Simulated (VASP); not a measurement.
**BN: single point with r2SCAN**

Crystal: BN.

```
B N
1.0
     0.00000    1.76311    1.76311
     1.76311    0.00000    1.76311
     1.76311    1.76311    0.00000
B N
1 1
Direct
  0.00000 0.00000 0.00000
  0.50000 0.50000 0.50000
```

This cell differs from its parent crystal: volume changed by +3%.

```json
{"Program": "VASP 6.6.1", "Task": "single point", "Functional": "r2SCAN", "Potentials or basis": "VASP PAW PBE potentials, release 64 (B, N)", "Cutoff": "520 eV", "k mesh": "10 × 10 × 10", "Occupations": "gaussian, width 0.01 eV", "Spin": "no spin polarisation", "Dipole correction": "no", "Further INCAR settings": "ALGO = Normal; EDIFF = 1e-06; NBANDS = 11"}
```

| Quantity | Value |
| --- | --- |
| Pressure | -10.7 GPa |
| Band gap on the k mesh | 1.24 eV, indirect (least direct gap 6.40 eV) |

Levels at points of the mesh, in eV from the valence-band top:
```csv
k point,band 1,band 2,band 3,band 4,band 5,band 6,band 7,band 8,band 9
"(0.00, 0.00, 0.00)",-23.16,-0.77,-0.77,-0.77,9.32,12.98,12.98,12.98,19.37
"(0.50, 0.00, 0.00)",-17.95,-12.74,-0.57,-0.57,5.83,5.83,7.78,14.29,24.07
"(0.50, 0.50, 0.00)",-15.25,-11.85,-5.60,-5.60,1.24,9.77,15.59,15.59,17.28
```

It took 18 s on 1 thread of Intel(R) Xeon(R) Platinum 8488C (Sapphire Rapids), with other jobs on the host, peak memory 0.12 GiB.

Caveat: the PAW data sets were made with another functional, which shifts forces and pressure a little. A k mesh can miss the band edges.
